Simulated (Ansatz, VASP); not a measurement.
**One calculation of Ru, two programs**

```
CELL_PARAMETERS angstrom
0.00000 1.89569 1.89569
1.89569 0.00000 1.89569
1.89569 1.89569 0.00000
ATOMIC_POSITIONS crystal
Ru 0.00000 0.00000 0.00000
```

Alike in both runs: task relaxation of cell and atoms; functional PBE; dispersion D3(BJ); k mesh 18 × 18 × 18; occupations gaussian, width 0.1 eV; no spin polarisation.

|  | VASP | Ansatz |
| --- | --- | --- |
| version | VASP 6.6.1 | Ansatz 0.2.0 |
| potentials or method | VASP PAW PBE potentials, release 64 (Ru_pv), cutoff 600 eV | scalar-relativistic, plane waves, PAW |
| valence electrons in the cell | 14 | 16 |

|  | VASP | Ansatz | Ansatz less VASP |
| --- | --- | --- | --- |
| gap on the k mesh at the Fermi level, each at its own relaxed structure (eV) | none | none | - |
| relaxed volume (Å³/atom) | 13.50 | 13.50 | +0.002 |
| relaxed cell length with the largest relative difference (Å) | 2.673 | 2.673 | +0.0001 |

A gap of «none» marks a metal or a gap that the smearing closes. VASP's potentials hold 14 valence electrons a cell and Ansatz's 16, so a difference there can come from the potentials and not from the codes.
